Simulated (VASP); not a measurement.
# Cu (Fm-3m) in VASP: further runs, part 2 of 3

VASP 6.6.1. The steps go on from the part before.

### 3 Electric field gradients, PBEsol

The input, INCAR:

```
SYSTEM = Cu
PREC = Accurate ; ENCUT = 520
EDIFF = 1E-8 ; ISMEAR = -1
SIGMA = 0.05 ; LREAL = .False.
LASPH = .True. ; NELM = 60
ALGO = Normal ; ISIF = 2
LWAVE = .False. ; LCHARG = .False.
GGA = PS ; LEFG = .True.
NBANDS = 54
```

The input, KPOINTS:

```
Automatic mesh
0
Gamma
  4 4 4
  0 0 0
```

The input, POSCAR:

```
Cu
1.0
    0.0000000000      3.6150000000      3.6150000000
    3.6150000000      0.0000000000      3.6150000000
    3.6150000000      3.6150000000      0.0000000000
Cu
8
Direct
    0.0000000000      0.0000000000      0.0000000000
    0.0000000000      0.0000000000      0.5000000000
    0.0000000000      0.5000000000      0.0000000000
    0.0000000000      0.5000000000      0.5000000000
    0.5000000000      0.0000000000      0.0000000000
    0.5000000000      0.0000000000      0.5000000000
    0.5000000000      0.5000000000      0.0000000000
    0.5000000000      0.5000000000      0.5000000000
```

Potentials or basis: VASP PAW PBE potentials, release 64 (Cu).

Run with:

```
cat potpaw_PBE.64/Cu/POTCAR > POTCAR
mpirun -np 1 vasp_std > vasp.out
```

OUTCAR:

```text
SYSTEM = Cu
   PREC = Accurate
   ENCUT = 520
   EDIFF = 1E-8
   ISMEAR = -1
   LREAL = .False.
   LASPH = .True.
   NELM = 60
   ISIF = 2
   GGA = PS

 ion  position               nearest neighbor table
   1  0.000  0.000  0.000-   2 2.56   3 2.56   5 2.56   2 2.56   4 2.56   6 2.56   3 2.56   4 2.56
                             7 2.56   5 2.56   6 2.56   7 2.56
   2  0.000  0.000  0.500-   1 2.56   4 2.56   6 2.56   1 2.56   3 2.56   5 2.56   3 2.56   4 2.56
                             8 2.56   5 2.56   6 2.56   8 2.56
   3  0.000  0.500  0.000-   1 2.56   4 2.56   7 2.56   2 2.56   4 2.56   8 2.56   1 2.56   2 2.56
                             5 2.56   5 2.56   7 2.56   8 2.56
   4  0.000  0.500  0.500-   2 2.56   3 2.56   8 2.56   1 2.56   3 2.56   7 2.56   1 2.56   2 2.56
                             6 2.56   6 2.56   7 2.56   8 2.56
   5  0.500  0.000  0.000-   1 2.56   6 2.56   7 2.56   2 2.56   6 2.56   8 2.56   3 2.56   7 2.56
                             8 2.56   1 2.56   2 2.56   3 2.56
   6  0.500  0.000  0.500-   2 2.56   5 2.56   8 2.56   1 2.56   5 2.56   7 2.56   4 2.56   7 2.56
                             8 2.56   1 2.56   2 2.56   4 2.56
   7  0.500  0.500  0.000-   3 2.56   5 2.56   8 2.56   4 2.56   6 2.56   8 2.56   1 2.56   5 2.56
                             6 2.56   1 2.56   3 2.56   4 2.56
   8  0.500  0.500  0.500-   4 2.56   6 2.56   7 2.56   3 2.56   5 2.56   7 2.56   2 2.56   5 2.56
                             6 2.56   2 2.56   3 2.56   4 2.56
[... 6 lines left out ...]
 A1 = (   0.0000000000,   3.6150000000,   3.6150000000)
 A2 = (   3.6150000000,   0.0000000000,   3.6150000000)
 A3 = (   3.6150000000,   3.6150000000,   0.0000000000)

Analysis of symmetry for initial positions (statically):
=====================================================================
 Subroutine PRICEL returns following result:

  LATTYP: Found a face centered cubic cell.
 ALAT       =     3.6150000000

  Lattice vectors:

 A1 = (   0.0000000000,   1.8075000000,   1.8075000000)
 A2 = (   1.8075000000,   0.0000000000,   1.8075000000)
 A3 = (   1.8075000000,   1.8075000000,   0.0000000000)

[... 642 lines left out ...]
     3.615000000  3.615000000  0.000000000     0.138312586  0.138312586 -0.138312586

 POSITION                                       TOTAL-FORCE (eV/Angst)
 -----------------------------------------------------------------------------------
      0.00000      0.00000      0.00000         0.000000      0.000000      0.000000
      1.80750      1.80750      0.00000         0.000000     -0.000000      0.000000
      1.80750      0.00000      1.80750        -0.000000      0.000000     -0.000000
      3.61500      1.80750      1.80750        -0.000000     -0.000000      0.000000
      0.00000      1.80750      1.80750        -0.000000      0.000000     -0.000000
      1.80750      3.61500      1.80750         0.000000      0.000000      0.000000
      1.80750      1.80750      3.61500        -0.000000     -0.000000     -0.000000
      3.61500      3.61500      3.61500         0.000000     -0.000000     -0.000000
 -----------------------------------------------------------------------------------
    total drift:                                0.000000     -0.000000      0.000000

  FREE ENERGIE OF THE ION-ELECTRON SYSTEM (eV)
  ---------------------------------------------------
  free  energy   TOTEN  =       -34.1679833582 eV

  energy  without entropy=      -34.1286488397  energy(sigma->0) =      -34.14831610

 Electric field gradients (V/A^2)
---------------------------------------------------------------------
 ion       V_xx      V_yy      V_zz      V_xy      V_xz      V_yz
---------------------------------------------------------------------
   1      -0.000     0.000    -0.000     0.003     0.003     0.003
   2      -0.000     0.000    -0.000     0.003     0.003     0.003
   3      -0.000     0.000    -0.000     0.003     0.003     0.003
   4      -0.000     0.000    -0.000     0.003     0.003     0.003
   5      -0.000     0.000    -0.000     0.003     0.003     0.003
   6      -0.000     0.000    -0.000     0.003     0.003     0.003
   7      -0.000     0.000    -0.000     0.003     0.003     0.003
   8      -0.000     0.000    -0.000     0.003     0.003     0.003
---------------------------------------------------------------------

 Electric field gradients after diagonalization (V/A^2)
 (convention: |V_zz| > |V_xx| > |V_yy|)
----------------------------------------------------------------------
 ion       V_xx      V_yy      V_zz     asymmetry (V_yy - V_xx)/ V_zz
----------------------------------------------------------------------
   1      -0.003    -0.003     0.005       0.000
   2      -0.003    -0.003     0.005       0.000
   3      -0.003    -0.003     0.005       0.000
   4      -0.003    -0.003     0.005       0.000
   5      -0.003    -0.003     0.005       0.000
   6      -0.003    -0.003     0.005       0.000
   7      -0.003    -0.003     0.005       0.000
   8      -0.003    -0.003     0.005       0.000
----------------------------------------------------------------------

           NMR quadrupolar parameters

 Cq : quadrupolar parameter    Cq=e*Q*V_zz/h
 eta: asymmetry parameters     (V_yy - V_xx)/ V_zz
 Q  : nuclear electric quadrupole moment in mb (millibarn)
----------------------------------------------------------------------
 ion       Cq(MHz)       eta       Q (mb)
----------------------------------------------------------------------
   1       0.000       0.000       1.000
   2       0.000       0.000       1.000
   3       0.000       0.000       1.000
   4       0.000       0.000       1.000
   5       0.000       0.000       1.000
   6       0.000       0.000       1.000
   7       0.000       0.000       1.000
   8       0.000       0.000       1.000
----------------------------------------------------------------------
```

OSZICAR:

```text
N       E                     dE             d eps       ncg     rms          rms(c)
DAV:   1     0.810729047166E+03    0.81073E+03   -0.37864E+04   896   0.293E+03
DAV:   2     0.720493029602E+02   -0.73868E+03   -0.71978E+03   864   0.507E+02
DAV:   3    -0.384101113002E+02   -0.11046E+03   -0.10404E+03   876   0.244E+02
DAV:   4    -0.427839249742E+02   -0.43738E+01   -0.43278E+01   936   0.683E+01
DAV:   5    -0.428553250955E+02   -0.71400E-01   -0.71375E-01   990   0.929E+00    0.239E+01
DAV:   6    -0.378003986852E+02    0.50549E+01   -0.89672E+01   928   0.142E+02    0.126E+01
DAV:   7    -0.342430636191E+02    0.35573E+01   -0.16367E+01   938   0.600E+01    0.113E+00
DAV:   8    -0.342005241890E+02    0.42539E-01   -0.39020E-01  1016   0.629E+00    0.138E+00
DAV:   9    -0.341676491097E+02    0.32875E-01   -0.87937E-02   920   0.443E+00    0.470E-02
DAV:  10    -0.341679740470E+02   -0.32494E-03   -0.41107E-03   958   0.486E-01    0.291E-02
DAV:  11    -0.341679855365E+02   -0.11489E-04   -0.70576E-05  1184   0.568E-02    0.250E-02
DAV:  12    -0.341679830168E+02    0.25197E-05   -0.21162E-05  1052   0.632E-02    0.241E-03
DAV:  13    -0.341679835484E+02   -0.53159E-06   -0.11289E-06  1004   0.904E-03    0.116E-03
DAV:  14    -0.341679833951E+02    0.15329E-06   -0.34128E-08   626   0.138E-03    0.500E-04
DAV:  15    -0.341679833640E+02    0.31090E-07   -0.88862E-09   450   0.136E-03    0.121E-04
DAV:  16    -0.341679833582E+02    0.57717E-08   -0.23179E-09   432   0.256E-04
   1 F= -.34167983E+02 E0= -.34148316E+02  d E =-.393345E-01
```

Run time: 55 s. Hardware: 1 thread of Intel Xeon 8259CL, shared host; peak memory 0.24 GiB.

Results:

* Free energy: -34.1680 eV
* Pressure: -5.0 GPa
* Band gap on the k mesh: zero (bands 44 and 45 overlap by 1.97 eV)
* Largest electric field gradient by atom: zero within the noise of the run

Caveat: the k points lie up to 0.38 Å⁻¹ apart, too coarse for converged energies and pressures of a metal; the PAW data sets were made with another functional, which shifts forces and pressure a little.

### 4 Electric field gradients, PBEsol

The input, INCAR:

```
SYSTEM = Cu
PREC = Accurate
ENCUT = 520
EDIFF = 1E-8
ISMEAR = -1
SIGMA = 0.05
LREAL = .False.
LASPH = .True.
NELM = 60
ALGO = Normal
ISIF = 2
LWAVE = .False.
LCHARG = .False.
GGA = PS
LEFG = .True.
NBANDS = 54
```

The input, KPOINTS:

```
regular mesh
0
Gamma
  8 8 8
  0 0 0
```

POSCAR is that of step 3.

Potentials or basis: VASP PAW PBE potentials, release 64 (Cu).

Run with:

```
cat potpaw_PBE.64/Cu/POTCAR > POTCAR
mpirun -np 1 vasp_std > vasp.out
```

OUTCAR:

```text
SYSTEM = Cu
   PREC = Accurate
   ENCUT = 520
   EDIFF = 1E-8
   ISMEAR = -1
   LREAL = .False.
   LASPH = .True.
   NELM = 60
   ISIF = 2
   GGA = PS

 ion  position               nearest neighbor table
   1  0.000  0.000  0.000-   2 2.56   3 2.56   5 2.56   2 2.56   4 2.56   6 2.56   3 2.56   4 2.56
                             7 2.56   5 2.56   6 2.56   7 2.56
   2  0.000  0.000  0.500-   1 2.56   4 2.56   6 2.56   1 2.56   3 2.56   5 2.56   3 2.56   4 2.56
                             8 2.56   5 2.56   6 2.56   8 2.56
   3  0.000  0.500  0.000-   1 2.56   4 2.56   7 2.56   2 2.56   4 2.56   8 2.56   1 2.56   2 2.56
                             5 2.56   5 2.56   7 2.56   8 2.56
   4  0.000  0.500  0.500-   2 2.56   3 2.56   8 2.56   1 2.56   3 2.56   7 2.56   1 2.56   2 2.56
                             6 2.56   6 2.56   7 2.56   8 2.56
   5  0.500  0.000  0.000-   1 2.56   6 2.56   7 2.56   2 2.56   6 2.56   8 2.56   3 2.56   7 2.56
                             8 2.56   1 2.56   2 2.56   3 2.56
   6  0.500  0.000  0.500-   2 2.56   5 2.56   8 2.56   1 2.56   5 2.56   7 2.56   4 2.56   7 2.56
                             8 2.56   1 2.56   2 2.56   4 2.56
   7  0.500  0.500  0.000-   3 2.56   5 2.56   8 2.56   4 2.56   6 2.56   8 2.56   1 2.56   5 2.56
                             6 2.56   1 2.56   3 2.56   4 2.56
   8  0.500  0.500  0.500-   4 2.56   6 2.56   7 2.56   3 2.56   5 2.56   7 2.56   2 2.56   5 2.56
                             6 2.56   2 2.56   3 2.56   4 2.56
[... 6 lines left out ...]
 A1 = (   0.0000000000,   3.6150000000,   3.6150000000)
[... 1612 lines left out ...]
 ion       V_xx      V_yy      V_zz      V_xy      V_xz      V_yz
---------------------------------------------------------------------
   1      -0.000     0.000     0.000     0.003     0.003     0.003
   2       0.000     0.000     0.000     0.003     0.003     0.003
   3       0.000     0.000     0.000     0.003     0.003     0.003
   4       0.000     0.000     0.000     0.003     0.003     0.003
   5       0.000     0.000     0.000     0.003     0.003     0.003
   6       0.000     0.000     0.000     0.003     0.003     0.003
   7      -0.000     0.000     0.000     0.003     0.003     0.003
   8       0.000     0.000     0.000     0.003     0.003     0.003
---------------------------------------------------------------------

 Electric field gradients after diagonalization (V/A^2)
 (convention: |V_zz| > |V_xx| > |V_yy|)
----------------------------------------------------------------------
 ion       V_xx      V_yy      V_zz     asymmetry (V_yy - V_xx)/ V_zz
----------------------------------------------------------------------
   1      -0.003    -0.003     0.005       0.000
   2      -0.003    -0.003     0.005       0.000
   3      -0.003    -0.003     0.005       0.000
   4      -0.003    -0.003     0.005       0.000
   5      -0.003    -0.003     0.005       0.000
   6      -0.003    -0.003     0.005       0.000
   7      -0.003    -0.003     0.005       0.000
   8      -0.003    -0.003     0.005       0.000
----------------------------------------------------------------------

           NMR quadrupolar parameters

 Cq : quadrupolar parameter    Cq=e*Q*V_zz/h
 eta: asymmetry parameters     (V_yy - V_xx)/ V_zz
 Q  : nuclear electric quadrupole moment in mb (millibarn)
----------------------------------------------------------------------
 ion       Cq(MHz)       eta       Q (mb)
----------------------------------------------------------------------
   1       0.000       0.000       1.000
   2       0.000       0.000       1.000
   3       0.000       0.000       1.000
   4       0.000       0.000       1.000
   5       0.000       0.000       1.000
   6       0.000       0.000       1.000
   7       0.000       0.000       1.000
   8       0.000       0.000       1.000
----------------------------------------------------------------------
```

It took 3.1 min on 1 thread of Intel Xeon 8259CL, shared host; peak memory 0.28 GiB.

What came out:

- Free energy: -34.4148 eV
- Pressure: -5.7 GPa
- Band gap on the k mesh: zero (bands 44 and 45 overlap by 1.96 eV)
- Largest electric field gradient by atom: zero within the noise of the run

Caveat: the cell stands under tension; the PAW data sets were made with another functional, which shifts forces and pressure a little.

### 5 Electric field gradients, LDA

The input, INCAR:

```
SYSTEM = Cu
ALGO = Normal
EDIFF = 1E-8
ENCUT = 520
GGA = CA
ISIF = 2
ISMEAR = -1
LASPH = .True.
LCHARG = .False.
LEFG = .True.
LREAL = .False.
LWAVE = .False.
NBANDS = 54
NELM = 80
PREC = Accurate
SIGMA = 0.05
```

The input, KPOINTS:

```
k-points
0
Gamma
  8 8 8
  0 0 0
```

POSCAR is that of step 4.

Potentials or basis: VASP PAW LDA potentials, release 64 (Cu).

Run with:

```
cat potpaw_LDA.64/Cu/POTCAR > POTCAR
mpirun -np 1 vasp_std > vasp.out
```

OUTCAR:

```text
SYSTEM = Cu
   EDIFF = 1E-8
   ENCUT = 520
   GGA = CA
   ISIF = 2
   ISMEAR = -1
   LASPH = .True.
   LREAL = .False.
   NELM = 80
   PREC = Accurate

 ion  position               nearest neighbor table
   1  0.000  0.000  0.000-   2 2.56   3 2.56   5 2.56   2 2.56   4 2.56   6 2.56   3 2.56   4 2.56
                             7 2.56   5 2.56   6 2.56   7 2.56
   2  0.000  0.000  0.500-   1 2.56   4 2.56   6 2.56   1 2.56   3 2.56   5 2.56   3 2.56   4 2.56
                             8 2.56   5 2.56   6 2.56   8 2.56
   3  0.000  0.500  0.000-   1 2.56   4 2.56   7 2.56   2 2.56   4 2.56   8 2.56   1 2.56   2 2.56
                             5 2.56   5 2.56   7 2.56   8 2.56
   4  0.000  0.500  0.500-   2 2.56   3 2.56   8 2.56   1 2.56   3 2.56   7 2.56   1 2.56   2 2.56
                             6 2.56   6 2.56   7 2.56   8 2.56
   5  0.500  0.000  0.000-   1 2.56   6 2.56   7 2.56   2 2.56   6 2.56   8 2.56   3 2.56   7 2.56
                             8 2.56   1 2.56   2 2.56   3 2.56
   6  0.500  0.000  0.500-   2 2.56   5 2.56   8 2.56   1 2.56   5 2.56   7 2.56   4 2.56   7 2.56
                             8 2.56   1 2.56   2 2.56   4 2.56
   7  0.500  0.500  0.000-   3 2.56   5 2.56   8 2.56   4 2.56   6 2.56   8 2.56   1 2.56   5 2.56
                             6 2.56   1 2.56   3 2.56   4 2.56
   8  0.500  0.500  0.500-   4 2.56   6 2.56   7 2.56   3 2.56   5 2.56   7 2.56   2 2.56   5 2.56
                             6 2.56   2 2.56   3 2.56   4 2.56
[... 6 lines left out ...]
 A1 = (   0.0000000000,   3.6150000000,   3.6150000000)
 A2 = (   3.6150000000,   0.0000000000,   3.6150000000)
 A3 = (   3.6150000000,   3.6150000000,   0.0000000000)

[... 1611 lines left out ...]
   1      -0.000    -0.000     0.000     0.003     0.003     0.003
   2      -0.000    -0.000     0.000     0.003     0.003     0.003
   3      -0.000    -0.000     0.000     0.003     0.003     0.003
   4      -0.000    -0.000     0.000     0.003     0.003     0.003
   5      -0.000    -0.000     0.000     0.003     0.003     0.003
   6      -0.000    -0.000     0.000     0.003     0.003     0.003
   7      -0.000    -0.000     0.000     0.003     0.003     0.003
   8      -0.000    -0.000     0.000     0.003     0.003     0.003
---------------------------------------------------------------------

 Electric field gradients after diagonalization (V/A^2)
 (convention: |V_zz| > |V_xx| > |V_yy|)
----------------------------------------------------------------------
 ion       V_xx      V_yy      V_zz     asymmetry (V_yy - V_xx)/ V_zz
----------------------------------------------------------------------
   1      -0.003    -0.003     0.005       0.000
   2      -0.003    -0.003     0.005       0.000
   3      -0.003    -0.003     0.005       0.000
   4      -0.003    -0.003     0.005       0.000
   5      -0.003    -0.003     0.005       0.000
   6      -0.003    -0.003     0.005       0.000
   7      -0.003    -0.003     0.005       0.000
   8      -0.003    -0.003     0.005       0.000
----------------------------------------------------------------------

           NMR quadrupolar parameters

 Cq : quadrupolar parameter    Cq=e*Q*V_zz/h
 eta: asymmetry parameters     (V_yy - V_xx)/ V_zz
 Q  : nuclear electric quadrupole moment in mb (millibarn)
----------------------------------------------------------------------
 ion       Cq(MHz)       eta       Q (mb)
----------------------------------------------------------------------
   1       0.000       0.000       1.000
   2       0.000       0.000       1.000
   3       0.000       0.000       1.000
   4       0.000       0.000       1.000
   5       0.000       0.000       1.000
   6       0.000       0.000       1.000
   7       0.000       0.000       1.000
   8       0.000       0.000       1.000
----------------------------------------------------------------------
```

OSZICAR:

```text
N       E                     dE             d eps       ncg     rms          rms(c)
DAV:   1     0.819597054005E+03    0.81960E+03   -0.37681E+04  3180   0.299E+03
DAV:   2     0.777514809632E+02   -0.74185E+03   -0.72238E+03  3132   0.514E+02
DAV:   3    -0.397589349171E+02   -0.11751E+03   -0.11031E+03  3170   0.253E+02
DAV:   4    -0.451897516288E+02   -0.54308E+01   -0.53660E+01  3482   0.769E+01
DAV:   5    -0.452817787292E+02   -0.92027E-01   -0.91995E-01  3644   0.109E+01    0.225E+01
DAV:   6    -0.405634826173E+02    0.47183E+01   -0.80090E+01  3404   0.138E+02    0.116E+01
DAV:   7    -0.374860660190E+02    0.30774E+01   -0.15132E+01  3466   0.591E+01    0.118E+00
DAV:   8    -0.374308359896E+02    0.55230E-01   -0.35950E-01  3834   0.598E+00    0.126E+00
DAV:   9    -0.374018390661E+02    0.28997E-01   -0.67877E-02  3492   0.397E+00    0.857E-02
DAV:  10    -0.374019724252E+02   -0.13336E-03   -0.40265E-03  3938   0.458E-01    0.280E-02
DAV:  11    -0.374019866657E+02   -0.14240E-04   -0.66902E-05  4004   0.638E-02    0.186E-02
DAV:  12    -0.374019812740E+02    0.53917E-05   -0.23228E-05  3876   0.685E-02    0.472E-03
DAV:  13    -0.374019810208E+02    0.25325E-06   -0.14525E-06  3908   0.153E-02    0.176E-03
DAV:  14    -0.374019809686E+02    0.52170E-07   -0.11185E-07  3496   0.414E-03    0.306E-04
DAV:  15    -0.374019809685E+02    0.60027E-10   -0.12540E-08  2000   0.130E-03
   1 F= -.37401981E+02 E0= -.37391926E+02  d E =-.201097E-01
```

Run time: 2.9 min. Hardware: 1 thread of Intel Xeon 8259CL, shared host; peak memory 0.25 GiB.

What came out:

```
Free energy                             : -37.4020 eV
Pressure                                : -11.7 GPa
Band gap on the k mesh                  : zero (bands 44 and 45 overlap by 1.91 eV)
Largest electric field gradient by atom : zero within the noise of the run
```

Levels at points of the mesh, in eV from the Fermi level:
| k point | band 42 | band 43 | band 44 | band 45 | band 46 | band 47 |
| --- | --- | --- | --- | --- | --- | --- |
| (0.00, 0.00, 0.00) | -0.93 | -0.93 | -0.93 | -0.93 | 1.54 | 1.54 |
| (0.50, 0.00, 0.00) | -1.58 | 0.98 | 0.98 | 0.98 | 0.98 | 0.98 |
| (0.50, 0.50, 0.00) | -1.47 | -0.28 | -0.28 | -0.28 | -0.28 | 6.24 |

Caveat: the cell stands under tension.

(Part 2 of 3 ends here.)
